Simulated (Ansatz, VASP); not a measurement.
# C in VASP and in Ansatz

```
C
1.0
     0.00000    2.06295    3.66862
     1.19108    0.00000    3.66862
     1.19108    2.06295    0.00000
C
2
Direct
  0.16670 0.83330 0.16670
  0.83330 0.16670 0.83330
```

Change from the starting cell: strain -0.030 along x and y, +0.030 along z, atoms carried along.

Alike in both runs: task single point; functional r2SCAN; k mesh 14 × 14 × 14; occupations gaussian, width 0.05 eV; no spin polarisation.

```csv
,VASP,Ansatz
version,VASP 6.6.1,Ansatz 0.2.0
potentials or method,"VASP PAW PBE potentials, release 64 (C), cutoff 520 eV","scalar-relativistic, plane waves, PAW"
valence electrons in the cell,8,8
```

```csv
,VASP,Ansatz,Ansatz less VASP
gap on the k mesh at the Fermi level (eV),0.87,0.87,-0.001
least direct gap on the mesh (eV),0.99,0.99,-0.001
pressure (GPa),27.7,27.1,-0.67
"traceless stress, the component that is largest in VASP (GPa)",-28.48,-27.70,+0.784
rms of the force components (eV/Å),0.006,0.006,0.0000
```

VASP's potentials were made for PBE, not for r2SCAN. Atom by atom the forces differ by 0.000 eV/Å (rms over components).
